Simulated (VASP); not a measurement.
# Pb in VASP: further runs, part 3 of 3

VASP 6.6.1. The steps go on from the part before.

## (4) Single point, PBEsol (equal xx and yy strain of -2 %)

Input file INCAR:

```
SYSTEM = Pb
PREC = Accurate ; ENCUT = 520
EDIFF = 1E-6 ; ISMEAR = -1
SIGMA = 0.05 ; LREAL = .False.
LASPH = .True. ; NELM = 80
ALGO = Normal ; ISIF = 2
LWAVE = .False. ; LCHARG = .False.
GGA = PS ; NBANDS = 21
```

Input file KPOINTS:

```
regular mesh
0
Gamma
  12 12 7
  0 0 0
```

Input file POSCAR:

```
Pb
1.0
    3.4104006768      0.0000000000      0.0000000000
   -1.7052003384      2.9534936231      0.0000000000
    0.0000000000      0.0000000000      5.5900000000
Pb
2
Direct
    0.3333333333      0.6666666667      0.2500000000
    0.6666666667      0.3333333333      0.7500000000
```

Potentials or basis: VASP PAW PBE potentials, release 64 (Pb_d).

Command:

```console
$ cat potpaw_PBE.64/Pb_d/POTCAR > POTCAR
$ mpirun -np 1 vasp_std > vasp.out
```

OUTCAR:

```text
SYSTEM = Pb
   PREC = Accurate
   ENCUT = 520
   EDIFF = 1E-6
   ISMEAR = -1
   LREAL = .False.
   LASPH = .True.
   NELM = 80
   ISIF = 2
   GGA = PS

 ion  position               nearest neighbor table
   1  0.333  0.667  0.250-   2 3.42   2 3.42   2 3.42   2 3.42   2 3.42   2 3.42
   2  0.667  0.333  0.750-   1 3.42   1 3.42   1 3.42   1 3.42   1 3.42   1 3.42

  LATTYP: Found a hexagonal cell.
 ALAT       =     3.4104006768
 C/A-ratio  =     1.6391035921

  Lattice vectors:

 A1 = (   3.4104006768,   0.0000000000,   0.0000000000)
 A2 = (  -1.7052003384,   2.9534936231,   0.0000000000)
 A3 = (   0.0000000000,   0.0000000000,   5.5900000000)

Analysis of symmetry for initial positions (statically):
=====================================================================
 Subroutine PRICEL returns:
 Original cell was already a primitive cell.

 Routine SETGRP: Setting up the symmetry group for a
 hexagonal supercell.

 Subroutine GETGRP returns: Found 24 space group operations
 (whereof 12 operations were pure point group operations)
 out of a pool of 24 trial point group operations.

The static configuration has the point symmetry D_3d.
 The point group associated with its full space group is D_6h.

Analysis of symmetry for dynamics (positions and initial velocities):
=====================================================================
 Subroutine PRICEL returns:
 Original cell was already a primitive cell.

 Routine SETGRP: Setting up the symmetry group for a
 hexagonal supercell.

 Subroutine GETGRP returns: Found 24 space group operations
 (whereof 12 operations were pure point group operations)
 out of a pool of 24 trial point group operations.

The dynamic configuration has the point symmetry D_3d.
 The point group associated with its full space group is D_6h.

 Subroutine INISYM returns: Found 24 space group operations
 (whereof 12 operations are pure point group operations),
 and found     1 'primitive' translations

----------------------------------------------------------------------------------------

                                     Primitive cell

  volume of cell :      56.3058

  direct lattice vectors                    reciprocal lattice vectors
     3.410400677  0.000000000  0.000000000     0.293220678  0.169291038  0.000000000
    -1.705200338  2.953493623  0.000000000     0.000000000  0.338582075  0.000000000
     0.000000000  0.000000000  5.590000000     0.000000000  0.000000000  0.178890877

  length of vectors
     3.410400677  3.410400677  5.590000000     0.338582075  0.338582075  0.178890877

  position of ions in fractional coordinates (direct lattice)
     0.333333333  0.666666667  0.250000000
     0.666666667  0.333333333  0.750000000

  ion indices of the primitive-cell ions
   primitive index   ion index
                 1           1
                 2           2

----------------------------------------------------------------------------------------

 KPOINTS: regular mesh

Automatic generation of k-mesh.
 Grid dimensions read from file:
 generate k-points for:   12   12    7

 Generating k-lattice:

  Cartesian coordinates                     Fractional coordinates (reciprocal lattice)
     0.024435057  0.014107586  0.000000000     0.083333333  0.000000000  0.000000000
     0.000000000  0.028215173  0.000000000     0.000000000  0.083333333  0.000000000
     0.000000000  0.000000000  0.025555840     0.000000000  0.000000000  0.142857143

  Length of vectors
     0.028215173  0.028215173  0.025555840

  Shift w.r.t. Gamma in fractional coordinates (k-lattice)
     0.000000000  0.000000000  0.000000000

 Subroutine IBZKPT returns following result:
 ===========================================

 Found     76 irreducible k-points:

 Following reciprocal coordinates:
            Coordinates               Weight
  0.000000  0.000000  0.000000      1.000000
  0.083333  0.000000  0.000000      6.000000
  0.166667 -0.000000  0.000000      6.000000
  0.250000  0.000000  0.000000      6.000000
  0.333333  0.000000  0.000000      6.000000
  0.416667  0.000000  0.000000      6.000000
[... 16 lines left out ...]
  0.250000  0.000000  0.142857     12.000000
  0.333333  0.000000  0.142857     12.000000
 [... further k-points ...]
   k-points           NKPTS =     76   k-points in BZ     NKDIM =     76   number of bands    NBANDS=     21
   number of dos      NEDOS =    301   number of ions     NIONS =      2
   total plane-waves  NPLWV =  32928
   dimension x,y,z NGX =    28 NGY =   28 NGZ =   42
   dimension x,y,z NGXF=    56 NGYF=   56 NGZF=   84
   ions per type =               2
   NGX,Y,Z   is equivalent  to a cutoff of  13.65, 13.65, 12.49 a.u.
   NGXF,Y,Z  is equivalent  to a cutoff of  27.30, 27.30, 24.98 a.u.
 SYSTEM =  Pb
   PREC   = accura    normal or accurate (medium, high low for compatibility)
   ISTART =      0    job   : 0-new  1-cont  2-samecut
   ICHARG =      2    charge: 1-file 2-atom 10-const
   ISPIN  =      1    spin polarized calculation?
   LNONCOLLINEAR =      F non collinear calculations
   LSORBIT =      F    spin-orbit coupling
   LASPH  =      T    aspherical Exc in radial PAW
   ENCUT  =  520.0 eV  38.22 Ry    6.18 a.u.   6.34  6.34 10.39*2*pi/ulx,y,z
   NELM   =     80;   NELMIN=  2; NELMDL= -5     # of ELM steps
   EDIFF  = 0.1E-05   stopping-criterion for ELM
   LREAL  =      F    real-space projection
   EDIFFG = 0.1E-04   stopping-criterion for IOM
   NSW    =      0    number of steps for IOM
   IBRION =     -1    ionic relax: 0-MD 1-quasi-New 2-CG
   NFREE  =      0    steps in history (QN), initial steepest desc. (CG)
   ISIF   =      2    stress and relaxation
   ISYM   =      2    0-nonsym 1-usesym 2-fastsym
   POTIM  = 0.5000    time-step for ionic-motion
   TEBEG  =    0.0;   TEEND  =   0.0 temperature during run
   PSTRESS=    0.0 pullay stress
   NELECT =      28.0000    total number of electrons
   NUPDOWN=      -1.0000    fix difference up-down
   EMIN   =  10.00;   EMAX   =-10.00  energy-range for DOS
   EFERMI =   0.00;   METHOD = LEGACY
   ISMEAR =    -1;   SIGMA  =   0.05  broadening in eV -4-tet -1-fermi 0-gaus
   EFERMI_NEDOS =   21; number of points for ismear=-14 and -15
   IALGO  =     38    algorithm
   IMIX   =      4    mixing-type and parameters
     AMIX     =   0.40;   BMIX     =  1.00
     AMIX_MAG =   1.60;   BMIX_MAG =  1.00
  volume/ion in A,a.u.               =      28.15       189.99
  Fermi-wavevector in a.u.,A,eV,Ry     =   1.297009  2.450992 22.888171  1.682233
  Thomas-Fermi vector in A             =   2.428429
   LORBIT       =      0    0 simple, 1 ext, 2 COOP (PROOUT), +10 PAW based schemes
   GGA     = PS    functional components
   LHFCALC =     F    Hartree Fock is set to
   AEXX    =    0.0000 exact exchange contribution
   IVDW    =     0    specifies the selected vdW correction
   LEPSILON=     F    determine dielectric tensor
   LRPA    =     F    only Hartree local field effects (RPA)
 non-spin polarized calculation
  energy-cutoff  :      520.00
  volume of cell :       56.31
 maximum number of plane-waves:      1533
 NGX is ok and might be reduce to    28
   NGX = 13   NGY = 13   NGZ = 21

 number of electron      28.0000007 magnetization

 Free energy of the ion-electron system (eV)
  ---------------------------------------------------
  ext. energy  EPLUGINS =         0.00000000
  ---------------------------------------------------
  free energy    TOTEN  =        -7.92943405 eV

  energy without entropy =       -7.91798963  energy(sigma->0) =       -7.92371184

 E-fermi :   7.9190     XC(G=0): -10.7046

 val. band max:        7.9138300915   @ k =   0.4167   0.0833   0.1429
 cond. band min:       7.9287910351   @ k =   0.3333   0.0833   0.0000
 fundamental gap:      0.0149609436
 Fermi energy:         7.9190051212

 k-point     1 :       0.0000    0.0000    0.0000
  band No.  band energies     occupation
      1      -9.1501      2.00000
      2      -9.0999      2.00000
      3      -9.0685      2.00000
      4      -9.0685      2.00000
      5      -9.0415      2.00000
      6      -9.0415      2.00000
[... 13 lines left out ...]
     20      17.1942      0.00000
     21      19.6646      0.00000
[... 529 lines left out ...]
 k-point    24 :       0.3333    0.0000    0.1429
  band No.  band energies     occupation
      1      -9.2375      2.00000
      2      -9.1293      2.00000
      3      -9.1028      2.00000
      4      -9.0419      2.00000
      5      -8.9652      2.00000
      6      -8.9321      2.00000
[... 13 lines left out ...]
     20      16.3962      0.00000
     21      18.2465      0.00000

 [... further k-points ...]

------------------------ aborting loop because EDIFF is reached ----------------------------------------

  FORCE on cell =-STRESS in cart. coord.  units (eV):
  Direction    XX          YY          ZZ          XY          YZ          ZX
  --------------------------------------------------------------------------------------
  -------------------------------------------------------------------------------------
  Total        1.1740669      1.1740669      1.1333697     -0.0000000     -0.0000000      0.0000000
  in kB       33.4079780     33.4079780     32.2499424     -0.0000000     -0.0000000      0.0000000
  external PRESSURE =      33.0219662 kB  Pullay stress =       0.0000000 kB

 VOLUME and BASIS-vectors are now :
 -----------------------------------------------------------------------------
  energy-cutoff  :      520.00
  volume of cell :       56.31
      direct lattice vectors                 reciprocal lattice vectors
     3.410400677  0.000000000  0.000000000     0.293220678  0.169291038  0.000000000
    -1.705200338  2.953493623  0.000000000     0.000000000  0.338582075  0.000000000
     0.000000000  0.000000000  5.590000000     0.000000000  0.000000000  0.178890877

 POSITION                                       TOTAL-FORCE (eV/Angst)
 -----------------------------------------------------------------------------------
     -0.00000      1.96900      1.39750         0.000000     -0.000000      0.000000
      1.70520      0.98450      4.19250         0.000000      0.000000      0.000000
 -----------------------------------------------------------------------------------
    total drift:                               -0.000000      0.000000      0.000000

  FREE ENERGIE OF THE ION-ELECTRON SYSTEM (eV)
  ---------------------------------------------------
  free  energy   TOTEN  =        -7.9294340535 eV

  energy  without entropy=       -7.9179896269  energy(sigma->0) =       -7.92371184
```

OSZICAR:

```text
N       E                     dE             d eps       ncg     rms          rms(c)
DAV:   1     0.294352278424E+03    0.29435E+03   -0.14224E+04  3192   0.167E+03
DAV:   2     0.127888467050E+02   -0.28156E+03   -0.27491E+03  3212   0.411E+02
DAV:   3    -0.732914014081E+01   -0.20118E+02   -0.19888E+02  3894   0.136E+02
DAV:   4    -0.794166947723E+01   -0.61253E+00   -0.61223E+00  3868   0.263E+01
DAV:   5    -0.797067216463E+01   -0.29003E-01   -0.29002E-01  4453   0.528E+00    0.939E-01
DAV:   6    -0.793849527992E+01    0.32177E-01   -0.52978E-02  4399   0.328E+00    0.432E-01
DAV:   7    -0.793005751916E+01    0.84378E-02   -0.19135E-02  4447   0.188E+00    0.128E-01
DAV:   8    -0.792943456649E+01    0.62295E-03   -0.10360E-03  4339   0.443E-01    0.114E-02
DAV:   9    -0.792943447396E+01    0.92531E-07   -0.26785E-05  4540   0.732E-02    0.586E-03
DAV:  10    -0.792943405347E+01    0.42050E-06   -0.14287E-06  2733   0.124E-02
   1 F= -.79294341E+01 E0= -.79237118E+01  d E =-.114444E-01
```

It took 32 s on 1 thread of Intel Xeon 6975P-C (Granite Rapids), shared host; peak memory 0.21 GiB.

What came out:

| Item | Value |
| --- | --- |
| Free energy | -7.9294 eV |
| Pressure | 3.3 GPa |
| Band gap on the k mesh | zero (bands 14 and 15 overlap by 8.25 eV) |

Levels at points of the mesh, in eV from the Fermi level:
| k point | band 11 | band 12 | band 13 | band 14 | band 15 | band 16 | band 17 | band 18 |
| --- | --- | --- | --- | --- | --- | --- | --- | --- |
| (0.00, 0.00, 0.00) | -12.26 | -8.20 | -4.57 | 6.07 | 6.07 | 8.01 | 8.01 | 8.11 |
| (0.50, 0.00, 0.00) | -8.40 | -7.14 | -3.03 | -1.61 | -0.56 | 1.80 | 2.19 | 6.03 |

Caveat: the cell differs from its parent crystal (equal xx and yy strain of -2 %); the cell stands under pressure; the PAW data sets were made with another functional, which shifts forces and pressure a little; spin-orbit coupling is left out, which moves the levels of the heavy elements.

## (5) Single point, PBEsol (zz strain of -2 %)

Input file INCAR:

```
PREC     = Accurate       # precision mode
ENCUT    = 520            # plane-wave cutoff, eV
EDIFF    = 1E-7           # SCF threshold, eV
ISMEAR   = -1             # smearing method
SIGMA    = 0.05           # smearing width, eV
LREAL    = F              # projectors in reciprocal space
LASPH    = T              # aspherical terms in the spheres
NELM     = 60             # most SCF steps
ALGO     = Normal         # electronic algorithm
ISIF     = 2              # what is computed and relaxed
LWAVE    = F              # write WAVECAR
LCHARG   = F              # write CHGCAR
GGA      = PS             # functional
NBANDS   = 21             # bands
```

Input file KPOINTS:

```
regular mesh
0
Gamma
  12 12 7
```

Input file POSCAR:

```
Pb
1.0
    3.4800006906      0.0000000000      0.0000000000
   -1.7400003453      3.0137690032      0.0000000000
    0.0000000000      0.0000000000      5.4782000000
Pb
2
Direct
    0.3333333333      0.6666666667      0.2500000000
    0.6666666667      0.3333333333      0.7500000000
```

Potentials or basis: VASP PAW PBE potentials, release 64 (Pb_d).

Command:

```console
$ cat potpaw_PBE.64/Pb_d/POTCAR > POTCAR
$ mpirun -np 1 vasp_std > vasp.out
```

OUTCAR:

```text
PREC = Accurate
   ENCUT = 520
   EDIFF = 1E-7
   ISMEAR = -1
   LREAL = F
   LASPH = T
   NELM = 60
   ISIF = 2
   GGA = PS

 ion  position               nearest neighbor table
   1  0.333  0.667  0.250-   2 3.40   2 3.40   2 3.40   2 3.40   2 3.40   2 3.40
   2  0.667  0.333  0.750-   1 3.40   1 3.40   1 3.40   1 3.40   1 3.40   1 3.40

  LATTYP: Found a hexagonal cell.
 ALAT       =     3.4800006906
 C/A-ratio  =     1.5741950899

  Lattice vectors:

[... 764 lines left out ...]

------------------------ aborting loop because EDIFF is reached ----------------------------------------

  FORCE on cell =-STRESS in cart. coord.  units (eV):
  Direction    XX          YY          ZZ          XY          YZ          ZX
  --------------------------------------------------------------------------------------
  -------------------------------------------------------------------------------------
  Total        0.5606573      0.5606573      0.8132029      0.0000000     -0.0000000      0.0000000
  in kB       15.6343892     15.6343892     22.6768291      0.0000000     -0.0000000      0.0000000
  external PRESSURE =      17.9818692 kB  Pullay stress =       0.0000000 kB

 VOLUME and BASIS-vectors are now :
 -----------------------------------------------------------------------------
  energy-cutoff  :      520.00
  volume of cell :       57.45
      direct lattice vectors                 reciprocal lattice vectors
     3.480000691  0.000000000  0.000000000     0.287356265  0.165905217  0.000000000
    -1.740000345  3.013769003  0.000000000     0.000000000  0.331810434  0.000000000
     0.000000000  0.000000000  5.478200000     0.000000000  0.000000000  0.182541711

 POSITION                                       TOTAL-FORCE (eV/Angst)
 -----------------------------------------------------------------------------------
     -0.00000      2.00918      1.36955        -0.000000     -0.000000      0.000000
      1.74000      1.00459      4.10865         0.000000      0.000000      0.000000
 -----------------------------------------------------------------------------------
    total drift:                               -0.000000      0.000000     -0.000000

  FREE ENERGIE OF THE ION-ELECTRON SYSTEM (eV)
  ---------------------------------------------------
  free  energy   TOTEN  =        -7.9484898030 eV

  energy  without entropy=       -7.9407155219  energy(sigma->0) =       -7.94460266
```

Wall time 30 s (1 thread of Intel Xeon 6975P-C (Granite Rapids), shared host); peak memory 0.21 GiB.

What came out:

```
Free energy            : -7.9485 eV
Pressure               : 1.8 GPa
Band gap on the k mesh : zero (bands 14 and 15 overlap by 7.67 eV)
```

Levels at points of the mesh, in eV from the Fermi level:
```
           k point  band 10  band 11  band 12  band 13  band 14  band 15  band 16  band 17  band 18  band 19
(0.00, 0.00, 0.00)   -16.72   -12.14    -7.84    -4.39     5.44     5.44     7.46     7.46     8.65     8.70
(0.50, 0.00, 0.00)   -16.69    -8.55    -7.24    -2.85    -1.31    -0.58     1.80     1.81     5.92     6.07
```

Caveat: the cell differs from its parent crystal (zz strain of -2 %); the PAW data sets were made with another functional, which shifts forces and pressure a little; spin-orbit coupling is left out, which moves the levels of the heavy elements.

## (6) Summary

| cell | gap on the mesh (eV) | pressure (GPa) |
| --- | --- | --- |
| a = 3.480, b = 3.495, c = 5.590 Å, angles 90.2, 90.6, 120.4°, 2 atoms | none | 0.8 |
| a = 3.376, b = 3.376, c = 5.590 Å, angles 90.0, 90.0, 120.0°, 2 atoms | none | 4.7 |
| a = 3.410, b = 3.410, c = 5.590 Å, angles 90.0, 90.0, 120.0°, 2 atoms | none | 3.3 |
| a = 3.480, b = 3.480, c = 5.478 Å, angles 90.0, 90.0, 120.0°, 2 atoms | none | 1.8 |

Alike in all rows: task single point; level PBEsol; potentials or basis VASP PAW PBE potentials, release 64 (Pb_d); no spin polarisation; k mesh 12 × 12 × 7; cutoff (eV) 520; smearing fermi-dirac 0.05 eV.

Caveats: the PAW data sets were made with another functional, which shifts forces and pressure a little; spin-orbit coupling is left out, which moves the levels of the heavy elements; the cell stands under pressure (at least some runs).

Total energies depend on the potentials used, so only differences within one code and one set of settings carry meaning.
